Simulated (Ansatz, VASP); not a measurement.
# C in VASP and in Ansatz

```
C
1.0
     2.37580    0.00000    0.00000
    -1.18790    2.05750    0.00000
     0.00000    0.00000   12.29180
C
12
Direct
  0.00000 0.00000 0.18686
  0.00000 0.00000 0.68686
  0.00000 0.00000 0.31314
  0.00000 0.00000 0.81314
  0.33333 0.66667 0.52077
  0.66667 0.33333 0.02077
  0.33333 0.66667 0.97923
  0.66667 0.33333 0.47923
  0.33333 0.66667 0.64506
  0.66667 0.33333 0.14506
  0.33333 0.66667 0.85494
  0.66667 0.33333 0.35494
```

Alike in both runs: task single point; functional LDA; k mesh 12 × 12 × 2; occupations gaussian, width 0.05 eV; no spin polarisation.

|  | VASP | Ansatz |
| --- | --- | --- |
| version | VASP 6.6.1 | Ansatz 0.2.0 |
| potentials or method | VASP PAW LDA potentials, release 64 (C), cutoff 520 eV | scalar-relativistic, plane waves, PAW |
| valence electrons in the cell | 48 | 48 |

|  | VASP | Ansatz | Ansatz less VASP |
| --- | --- | --- | --- |
| gap on the k mesh at the Fermi level (eV) | 4.49 | 4.49 | 0.000 |
| least direct gap on the mesh (eV) | 4.49 | 4.49 | 0.000 |
| rms of the force components (eV/Å) | 0.244 | 0.233 | -0.0109 |

Ansatz warns that its potentials were made for another functional, while VASP's fit it. LDA's correlation is that of Perdew and Zunger in VASP and of Perdew and Wang (1992) in Ansatz. Atom by atom the forces differ by 0.011 eV/Å (rms over components).
